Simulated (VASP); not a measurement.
# BN (P6_3/mmc) in VASP: further runs

BN is run at these levels: LDA; tasks: single point.

Everything below comes from runs of VASP 6.6.1. Logs are shortened: lines on timing, memory, paths and dates and some standing lists are left out, and cuts for length are marked.

### 1 The cell of the first run

Symmetry: P6_3/mmc, No. 194, hexagonal system. The conventional cell has a = 2.347 Å, b = 2.347 Å, c = 6.428 Å, α = 90.00°, β = 90.00°, γ = 120.00°. Within 1.8 Å of B (site symmetry -6m2) lie 3 N at 1.35 Å. N (site symmetry -6m2) has 3 B at 1.35 Å within 1.8 Å.

### 2 Single point, LDA (volume 7.663 Å^3 an atom, c/a of the conventional cell 2.7393)

File INCAR:

```
SYSTEM = BN
PREC = Accurate ; ENCUT = 520
EDIFF = 1E-7 ; ISMEAR = 0
SIGMA = 0.05 ; LREAL = .FALSE.
LASPH = .TRUE. ; NELM = 100
ALGO = Normal ; ISIF = 2
LWAVE = .FALSE. ; LCHARG = .FALSE.
GGA = CA ; NBANDS = 16
```

File KPOINTS:

```
regular mesh
0
G
  12 12 4
  0 0 0
```

File POSCAR:

```
BN
1.0
    2.3465484692      0.0000000000      0.0000000000
   -1.1732742346      2.0321705856      0.0000000000
    0.0000000000      0.0000000000      6.4279002218
B N
2 2
Direct
    0.3333333333      0.6666666667      0.2500000000
    0.6666666667      0.3333333333      0.7500000000
    0.3333333333      0.6666666667      0.7500000000
    0.6666666667      0.3333333333      0.2500000000
```

Potentials or basis: VASP PAW LDA potentials, release 64 (B, N).

Launch:

```
cat potpaw_LDA.64/B/POTCAR potpaw_LDA.64/N/POTCAR > POTCAR
mpirun -np 1 vasp_std > vasp.out
```

OUTCAR:

```text
SYSTEM = BN
   PREC = Accurate
   ENCUT = 520
   EDIFF = 1E-7
   ISMEAR = 0
   LREAL = .FALSE.
   LASPH = .TRUE.
   NELM = 100
   ISIF = 2
   GGA = CA

 ion  position               nearest neighbor table
   1  0.333  0.667  0.250-   4 1.35   4 1.35   4 1.35
   2  0.667  0.333  0.750-   3 1.35   3 1.35   3 1.35
   3  0.333  0.667  0.750-   2 1.35   2 1.35   2 1.35
   4  0.667  0.333  0.250-   1 1.35   1 1.35   1 1.35

  LATTYP: Found a hexagonal cell.
 ALAT       =     2.3465484692
 C/A-ratio  =     2.7393000001

  Lattice vectors:

 A1 = (   2.3465484692,   0.0000000000,   0.0000000000)
 A2 = (  -1.1732742346,   2.0321705856,   0.0000000000)
 A3 = (   0.0000000000,   0.0000000000,   6.4279002218)

Analysis of symmetry for initial positions (statically):
=====================================================================
 Subroutine PRICEL returns:
 Original cell was already a primitive cell.

 Routine SETGRP: Setting up the symmetry group for a
 hexagonal supercell.

 Subroutine GETGRP returns: Found 24 space group operations
 (whereof 12 operations were pure point group operations)
 out of a pool of 24 trial point group operations.

The static configuration has the point symmetry D_3d.
 The point group associated with its full space group is D_6h.

Analysis of symmetry for dynamics (positions and initial velocities):
=====================================================================
 Subroutine PRICEL returns:
 Original cell was already a primitive cell.

 Routine SETGRP: Setting up the symmetry group for a
 hexagonal supercell.

 Subroutine GETGRP returns: Found 24 space group operations
 (whereof 12 operations were pure point group operations)
 out of a pool of 24 trial point group operations.

The dynamic configuration has the point symmetry D_3d.
 The point group associated with its full space group is D_6h.

 Subroutine INISYM returns: Found 24 space group operations
 (whereof 12 operations are pure point group operations),
 and found     1 'primitive' translations

----------------------------------------------------------------------------------------

                                     Primitive cell

  volume of cell :      30.6520

  direct lattice vectors                    reciprocal lattice vectors
     2.346548469  0.000000000  0.000000000     0.426157828  0.246042337  0.000000000
    -1.173274235  2.032170586  0.000000000     0.000000000  0.492084674  0.000000000
     0.000000000  0.000000000  6.427900222     0.000000000  0.000000000  0.155571799

  length of vectors
     2.346548469  2.346548469  6.427900222     0.492084674  0.492084674  0.155571799

  position of ions in fractional coordinates (direct lattice)
     0.333333333  0.666666667  0.250000000
     0.666666667  0.333333333  0.750000000
     0.333333333  0.666666667  0.750000000
     0.666666667  0.333333333  0.250000000

  ion indices of the primitive-cell ions
   primitive index   ion index
                 1           1
                 2           2
                 3           3
                 4           4

----------------------------------------------------------------------------------------

 KPOINTS: regular mesh

Automatic generation of k-mesh.
 Grid dimensions read from file:
 generate k-points for:   12   12    4

 Generating k-lattice:

  Cartesian coordinates                     Fractional coordinates (reciprocal lattice)
     0.035513152  0.020503528  0.000000000     0.083333333  0.000000000  0.000000000
     0.000000000  0.041007056  0.000000000     0.000000000  0.083333333  0.000000000
     0.000000000  0.000000000  0.038892950     0.000000000  0.000000000  0.250000000

  Length of vectors
     0.041007056  0.041007056  0.038892950

  Shift w.r.t. Gamma in fractional coordinates (k-lattice)
     0.000000000  0.000000000  0.000000000

 Subroutine IBZKPT returns following result:
 ===========================================

 Found     57 irreducible k-points:

 Following reciprocal coordinates:
            Coordinates               Weight
  0.000000  0.000000  0.000000      1.000000
  0.083333 -0.000000  0.000000      6.000000
  0.166667  0.000000  0.000000      6.000000
  0.250000  0.000000  0.000000      6.000000
  0.333333 -0.000000  0.000000      6.000000
  0.416667  0.000000  0.000000      6.000000
[... 16 lines left out ...]
  0.250000  0.000000  0.250000     12.000000
  0.333333 -0.000000  0.250000     12.000000
 [... further k-points ...]
   k-points           NKPTS =     57   k-points in BZ     NKDIM =     57   number of bands    NBANDS=     16
   number of dos      NEDOS =    301   number of ions     NIONS =      4
   total plane-waves  NPLWV =  15552
   dimension x,y,z NGX =    18 NGY =   18 NGZ =   48
   dimension x,y,z NGXF=    36 NGYF=   36 NGZF=   96
   ions per type =               2   2
   NGX,Y,Z   is equivalent  to a cutoff of  12.75, 12.75, 12.41 a.u.
   NGXF,Y,Z  is equivalent  to a cutoff of  25.50, 25.50, 24.83 a.u.
 SYSTEM =  BN
   PREC   = accura    normal or accurate (medium, high low for compatibility)
   ISTART =      0    job   : 0-new  1-cont  2-samecut
   ICHARG =      2    charge: 1-file 2-atom 10-const
   ISPIN  =      1    spin polarized calculation?
   LNONCOLLINEAR =      F non collinear calculations
   LSORBIT =      F    spin-orbit coupling
   LASPH  =      T    aspherical Exc in radial PAW
   ENCUT  =  520.0 eV  38.22 Ry    6.18 a.u.   4.36  4.36 11.95*2*pi/ulx,y,z
   NELM   =    100;   NELMIN=  2; NELMDL= -5     # of ELM steps
   EDIFF  = 0.1E-06   stopping-criterion for ELM
   LREAL  =      F    real-space projection
   EDIFFG = 0.1E-05   stopping-criterion for IOM
   NSW    =      0    number of steps for IOM
   IBRION =     -1    ionic relax: 0-MD 1-quasi-New 2-CG
   NFREE  =      0    steps in history (QN), initial steepest desc. (CG)
   ISIF   =      2    stress and relaxation
   ISYM   =      2    0-nonsym 1-usesym 2-fastsym
   POTIM  = 0.5000    time-step for ionic-motion
   TEBEG  =    0.0;   TEEND  =   0.0 temperature during run
   PSTRESS=    0.0 pullay stress
   NELECT =      16.0000    total number of electrons
   NUPDOWN=      -1.0000    fix difference up-down
   EMIN   =  10.00;   EMAX   =-10.00  energy-range for DOS
   EFERMI =   0.00;   METHOD = LEGACY
   ISMEAR =     0;   SIGMA  =   0.05  broadening in eV -4-tet -1-fermi 0-gaus
   EFERMI_NEDOS =   21; number of points for ismear=-14 and -15
   IALGO  =     38    algorithm
   IMIX   =      4    mixing-type and parameters
     AMIX     =   0.40;   BMIX     =  1.00
     AMIX_MAG =   1.60;   BMIX_MAG =  1.00
  volume/ion in A,a.u.               =       7.66        51.71
  Fermi-wavevector in a.u.,A,eV,Ry     =   1.318141  2.490925 23.640066  1.737496
  Thomas-Fermi vector in A             =   2.448132
   LORBIT       =      0    0 simple, 1 ext, 2 COOP (PROOUT), +10 PAW based schemes
   GGA     = CA    functional components
   LHFCALC =     F    Hartree Fock is set to
   AEXX    =    0.0000 exact exchange contribution
   IVDW    =     0    specifies the selected vdW correction
   LEPSILON=     F    determine dielectric tensor
   LRPA    =     F    only Hartree local field effects (RPA)
 non-spin polarized calculation
 Gauss-broadening in eV      SIGMA  =   0.05
  energy-cutoff  :      520.00
  volume of cell :       30.65
 maximum number of plane-waves:       876
 NGX is ok and might be reduce to    18
   NGX =  9   NGY =  9   NGZ = 23

 number of electron      16.0000006 magnetization

 Free energy of the ion-electron system (eV)
  ---------------------------------------------------
  ext. energy  EPLUGINS =         0.00000000
  ---------------------------------------------------
  free energy    TOTEN  =       -37.61606038 eV

  energy without entropy =      -37.61606038  energy(sigma->0) =      -37.61606038

 E-fermi :   3.5709     XC(G=0): -11.1449

 val. band max:        3.3426671996   @ k =   0.3333   0.3333   0.5000
 cond. band min:       7.6301079266   @ k =   0.5000   0.0000   0.0000
 fundamental gap:      4.2874407270
 Fermi energy:         3.5709270193

 k-point     1 :       0.0000    0.0000    0.0000
  band No.  band energies     occupation
      1     -15.4814      2.00000
      2     -15.1043      2.00000
      3      -4.1880      2.00000
      4      -1.7668      2.00000
      5       2.2716      2.00000
      6       2.2716      2.00000
[... 8 lines left out ...]
     15      18.6528      0.00000
     16      19.1063      0.00000

 k-point     2 :       0.0833   -0.0000    0.0000
  band No.  band energies     occupation
      1     -15.3258      2.00000
      2     -14.9548      2.00000
      3      -3.9687      2.00000
      4      -1.5669      2.00000
      5       1.6709      2.00000
      6       1.7043      2.00000
[... 8 lines left out ...]
     15      18.0116      0.00000
     16      19.4300      0.00000

 k-point     3 :       0.1667    0.0000    0.0000
  band No.  band energies     occupation
      1     -14.8653      2.00000
      2     -14.5126      2.00000
      3      -3.3173      2.00000
      4      -0.9775      2.00000
      5       0.1239      2.00000
      6       0.1669      2.00000
[... 8 lines left out ...]
     15      19.2477      0.00000
     16      20.3482      0.00000

 k-point     4 :       0.2500    0.0000    0.0000
  band No.  band energies     occupation
      1     -14.1244      2.00000
      2     -13.8031      2.00000
      3      -2.2584      2.00000
      4      -1.8795      2.00000
      5      -1.8107      2.00000
      6      -0.0374      2.00000
[... 8 lines left out ...]
     15      21.1733      0.00000
     16      21.8511      0.00000

 k-point     5 :       0.3333   -0.0000    0.0000
  band No.  band energies     occupation
      1     -13.1647      2.00000
      2     -12.8935      2.00000
      3      -3.9168      2.00000
      4      -3.8226      2.00000
      5      -0.8571      2.00000
      6      -0.4543      2.00000
[... 8 lines left out ...]
     15      21.0112      0.00000
     16      24.3388      0.00000

 k-point     6 :       0.4167    0.0000    0.0000
  band No.  band energies     occupation
      1     -12.1616      2.00000
      2     -11.9777      2.00000
      3      -5.5911      2.00000
      4      -5.5011      2.00000
      5      -0.9435      2.00000
      6      -0.8784      2.00000
[... 8 lines left out ...]
     15      19.6419      0.00000
     16      23.3908      0.00000
[... 267 lines left out ...]
 k-point    21 :       0.0833   -0.0000    0.2500
  band No.  band energies     occupation
      1     -15.2750      2.00000
      2     -15.0129      2.00000
      3      -3.6759      2.00000
      4      -2.0034      2.00000
      5       1.6771      2.00000
      6       1.7020      2.00000
[... 8 lines left out ...]
     15      18.1009      0.00000
     16      18.8974      0.00000

 k-point    22 :       0.1667    0.0000    0.2500
  band No.  band energies     occupation
      1     -14.8169      2.00000
      2     -14.5678      2.00000
      3      -3.0328      2.00000
      4      -1.4065      2.00000
      5       0.1342      2.00000
      6       0.1707      2.00000
[... 8 lines left out ...]
     15      19.1380      0.00000
     16      19.2283      0.00000

 k-point    23 :       0.2500    0.0000    0.2500
  band No.  band energies     occupation
      1     -14.0799      2.00000
      2     -13.8530      2.00000
      3      -2.0537      2.00000
      4      -1.8319      2.00000
      5      -1.7979      2.00000
      6      -0.4187      2.00000
[... 8 lines left out ...]
     15      21.8688      0.00000
     16      21.9631      0.00000

 k-point    24 :       0.3333   -0.0000    0.2500
  band No.  band energies     occupation
      1     -13.1268      2.00000
      2     -12.9351      2.00000
      3      -3.9077      2.00000
      4      -3.8403      2.00000
      5      -0.5976      2.00000
      6      -0.4452      2.00000
[... 8 lines left out ...]
     15      22.0496      0.00000
     16      23.9409      0.00000

 [... further k-points ...]

------------------------ aborting loop because EDIFF is reached ----------------------------------------

  FORCE on cell =-STRESS in cart. coord.  units (eV):
  Direction    XX          YY          ZZ          XY          YZ          ZX
  --------------------------------------------------------------------------------------
  -------------------------------------------------------------------------------------
  Total       16.8256594     16.8256594      0.0563794      0.0000000      0.0000000      0.0000000
  in kB      879.4757297    879.4757297      2.9469481      0.0000000      0.0000000      0.0000000
  external PRESSURE =     587.2994692 kB  Pullay stress =       0.0000000 kB

 VOLUME and BASIS-vectors are now :
 -----------------------------------------------------------------------------
  energy-cutoff  :      520.00
  volume of cell :       30.65
      direct lattice vectors                 reciprocal lattice vectors
     2.346548469  0.000000000  0.000000000     0.426157828  0.246042337  0.000000000
    -1.173274235  2.032170586  0.000000000     0.000000000  0.492084674  0.000000000
     0.000000000  0.000000000  6.427900222     0.000000000  0.000000000  0.155571799

 POSITION                                       TOTAL-FORCE (eV/Angst)
 -----------------------------------------------------------------------------------
     -0.00000      1.35478      1.60698         0.000000      0.000000      0.000000
      1.17327      0.67739      4.82093        -0.000000      0.000000      0.000000
     -0.00000      1.35478      4.82093         0.000000      0.000000      0.000000
      1.17327      0.67739      1.60698        -0.000000      0.000000      0.000000
 -----------------------------------------------------------------------------------
    total drift:                               -0.000000      0.000000      0.000000

  FREE ENERGIE OF THE ION-ELECTRON SYSTEM (eV)
  ---------------------------------------------------
  free  energy   TOTEN  =       -37.6160603817 eV

  energy  without entropy=      -37.6160603817  energy(sigma->0) =      -37.61606038
```

Run time: 9.9 s. Hardware: 1 thread of Intel Xeon 6975P-C (Granite Rapids), shared host; peak memory 0.13 GiB.

Results:

| Item | Value |
| --- | --- |
| Free energy | -37.6161 eV |
| Pressure | 58.7 GPa |
| Band gap on the k mesh | 4.29 eV, indirect (least direct gap 4.88 eV) |

 A k mesh can miss the band edges.

### 3 Single point, LDA (volume 7.663 Å^3 an atom, c/a of the conventional cell 2.4874)

File INCAR:

```
SYSTEM = BN
PREC = Accurate
ENCUT = 520
EDIFF = 1E-6
ISMEAR = 0
SIGMA = 0.05
LREAL = .FALSE.
LASPH = .TRUE.
NELM = 80
ALGO = Normal
ISIF = 2
LWAVE = .FALSE.
LCHARG = .FALSE.
GGA = CA
NBANDS = 16
```

KPOINTS is that of step 2.

File POSCAR:

```
BN
1.0
    2.4232274784      0.0000000000      0.0000000000
   -1.2116137392      2.0985765554      0.0000000000
    0.0000000000      0.0000000000      6.0275360297
B N
2 2
Direct
    0.3333333333      0.6666666667      0.2500000000
    0.6666666667      0.3333333333      0.7500000000
    0.3333333333      0.6666666667      0.7500000000
    0.6666666667      0.3333333333      0.2500000000
```

Potentials or basis: VASP PAW LDA potentials, release 64 (B, N).

Launch:

```
cat potpaw_LDA.64/B/POTCAR potpaw_LDA.64/N/POTCAR > POTCAR
mpirun -np 1 vasp_std > vasp.out
```

Run time: 9.7 s. Hardware: 1 thread of Intel Xeon 6975P-C (Granite Rapids), shared host; peak memory 0.13 GiB.

It converged, with:

| Quantity | Value |
| --- | --- |
| Free energy | -38.3605 eV |
| Pressure | 26.4 GPa |
| Band gap on the k mesh | 4.02 eV, indirect (least direct gap 4.40 eV) |

Stress tensor (GPa, compression positive):
```
37.86  0.00  0.00
 0.00 37.86  0.00
 0.00  0.00  3.51
```

Levels at points of the mesh, in eV from the valence-band top:
| k point | band 6 | band 7 | band 8 | band 9 | band 10 | band 11 |
| --- | --- | --- | --- | --- | --- | --- |
| (0.00, 0.00, 0.00) | -1.30 | -1.22 | -1.22 | 5.66 | 11.64 | 12.13 |
| (0.50, 0.00, 0.00) | -4.27 | -2.02 | -0.38 | 4.02 | 6.18 | 10.43 |
| (0.00, 0.00, 0.50) | -1.26 | -1.26 | -1.26 | 8.78 | 8.78 | 12.25 |
| (0.50, 0.00, 0.50) | -4.34 | -1.13 | -1.13 | 4.63 | 4.63 | 10.95 |

(Continued in part 2 of 2.)
